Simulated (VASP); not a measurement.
A run of VASP 6.6.1:

File INCAR:

```
SYSTEM = In
PREC = Accurate ; ENCUT = 520
EDIFF = 1E-6 ; ISMEAR = 0
SIGMA = 0.15 ; LREAL = .False.
LASPH = .True. ; NELM = 60
ALGO = Fast ; ISIF = 2
LWAVE = .False. ; LCHARG = .False.
GGA = CA ; NBANDS = 12
```

The input KPOINTS:

```
Automatic mesh
0
Gamma
  18 18 18
  0 0 0
```

POSCAR

```
In
1.0
   -1.8825252400      1.9484136234      1.8825252400
    1.8825252400     -1.9484136234      1.8825252400
    1.8825252400      1.9484136234     -1.8825252400
In
1
Direct
    0.0000000000      0.0000000000      0.0000000000
```

Potentials or basis: VASP PAW LDA potentials, release 64 (In_d).

Launch:

```console
$ cat potpaw_LDA.64/In_d/POTCAR > POTCAR
$ mpirun -np 1 vasp_std > vasp.out
```

Hardware: 1 thread of Intel(R) Xeon(R) 6975P-C (Granite Rapids), with other jobs on the host.

Estimate the wall time of this run.

Wall time 74 s on 1 thread of Intel(R) Xeon(R) 6975P-C (Granite Rapids), with other jobs on the host, peak memory 0.26 GiB. Counts: scf iterations 13, k points 480.
